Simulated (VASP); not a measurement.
Write the native input for VASP 6.6.1 that does the following.

* Task: electric field gradients
* Functional: LDA
* Potentials or basis: VASP PAW LDA potentials, release 64 (Ba_sv, F)
* Cutoff: 520 eV
* k mesh: 8 × 8 × 8
* Occupations: fermi-dirac, width 0.01 eV
* Spin: no spin polarisation
* Dipole correction: no
* Further INCAR settings: ALGO = Normal; EDIFF = 1e-08; NBANDS = 19

The structure of BaF2 lies in POSCAR:

```
BaF2
1.0
    0.0000000000      3.0367659163      3.0367659163
    3.0367659163      0.0000000000      3.0367659163
    3.0367659163      3.0367659163      0.0000000000
Ba F
1 2
Direct
    0.0000000000      0.0000000000      0.0000000000
    0.2500000000      0.2500000000      0.2500000000
    0.7500000000      0.7500000000      0.7500000000
```

This cell differs from its parent crystal: volume scaled by 0.94.

These files were run (other wordings do the same):

INCAR

```
SYSTEM = BaF2
PREC     = Accurate       ! precision mode
ENCUT    = 520            ! plane-wave cutoff, eV
EDIFF    = 1E-8           ! SCF threshold, eV
ISMEAR   = -1             ! smearing method
SIGMA    = 0.01           ! smearing width, eV
LREAL    = .FALSE.        ! projectors in reciprocal space
LASPH    = .TRUE.         ! aspherical terms in the spheres
NELM     = 120            ! most SCF steps
ALGO     = Normal         ! electronic algorithm
ISIF     = 2              ! what is computed and relaxed
LWAVE    = .FALSE.        ! write WAVECAR
LCHARG   = .FALSE.        ! write CHGCAR
GGA      = CA             ! functional
LEFG     = .TRUE.       
NBANDS   = 19             ! bands
GGA_COMPAT= .FALSE.
```

KPOINTS

```
Automatic mesh
0
G
  8 8 8
  0 0 0
```

Potentials or basis: VASP PAW LDA potentials, release 64 (Ba_sv, F).

Command:

```bash
$ cat potpaw_LDA.64/Ba_sv/POTCAR potpaw_LDA.64/F/POTCAR > POTCAR
$ mpirun -np 1 vasp_std > vasp.out
```

Results of the run:

* Pressure: 0.6 GPa
* Band gap on the k mesh: 6.63 eV, indirect (least direct gap 6.76 eV)

Caveat: without QUAD_EFG the Cq values of the log hold for a quadrupole moment of 1 mb, not for the nuclei; spin-orbit coupling is left out, which moves the levels of the heavy elements.

It took 22 s on 1 thread of Intel(R) Xeon(R) Platinum 8259CL CPU @ 2.50GHz (Skylake/Cascade Lake) (shared host), peak memory 0.16 GiB.
